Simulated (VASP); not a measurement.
Input of a VASP 6.6.1 run:

The input POSCAR:

```
Pd
1.0
   -1.5756875359      1.5756875359      1.5756875359
    1.5756875359     -1.5756875359      1.5756875359
    1.5756875359      1.5756875359     -1.5756875359
Pd
1
Direct
    0.0000000000      0.0000000000      0.0000000000
```

INCAR.step1

```
SYSTEM = Pd
PREC     = Accurate       ! precision mode
ENCUT    = 520            ! plane-wave cutoff, eV
ISMEAR   = -1             ! smearing method
SIGMA    = 0.05           ! smearing width, eV
LREAL    = .False.        ! projectors in reciprocal space
LASPH    = .True.         ! aspherical terms in the spheres
NELM     = 150            ! most SCF steps
ISPIN    = 2              ! spin polarisation
MAGMOM   = 0.5            ! initial moments
LMAXMIX  = 4              ! l up to which the mixer works
NBANDS   = 15             ! bands
GGA      = PE             ! functional
ALGO     = Normal         ! electronic algorithm
EDIFF    = 1E-4           ! SCF threshold, eV
LWAVE    = .True.         ! write WAVECAR
LCHARG   = .False.        ! write CHGCAR
```

Contents of INCAR.step2:

```
SYSTEM = Pd
PREC     = Accurate       ! precision mode
ENCUT    = 520            ! plane-wave cutoff, eV
EDIFF    = 1E-6           ! SCF threshold, eV
ISMEAR   = -1             ! smearing method
SIGMA    = 0.05           ! smearing width, eV
LREAL    = .False.        ! projectors in reciprocal space
LASPH    = .True.         ! aspherical terms in the spheres
NELM     = 150            ! most SCF steps
ALGO     = Normal         ! electronic algorithm
ISIF     = 2              ! what is computed and relaxed
LWAVE    = .False.        ! write WAVECAR
LCHARG   = .False.        ! write CHGCAR
ISPIN    = 2              ! spin polarisation
MAGMOM   = 0.5            ! initial moments
LORBIT   = 11             ! projections on sites
LMAXMIX  = 4              ! l up to which the mixer works
METAGGA  = R2SCAN         ! meta-GGA
LMIXTAU  = .True.       
NBANDS   = 15             ! bands
ISTART   = 1
```

File KPOINTS:

```
Automatic mesh
0
Gamma
  16 16 16
  0 0 0
```

Potentials or basis: VASP PAW PBE potentials, release 64 (Pd).

The run is started by

```sh
$ cat potpaw_PBE.64/Pd/POTCAR > POTCAR
$ cp INCAR.step1 INCAR
$ mpirun -np 1 vasp_std > vasp.out
$ cp INCAR.step2 INCAR
$ mpirun -np 1 vasp_std > vasp.out
```

(1) Predict the net moment.

(2) Predict the pressure.

(3) What does it give for the band gap on the k mesh?

Answers

(1) 0.00 μB per cell.

(2) -5.9 GPa.

(3) zero (filled and empty bands overlap).

Caveat: the cell stands under tension; the PAW data sets were made with another functional, which shifts forces and pressure a little.
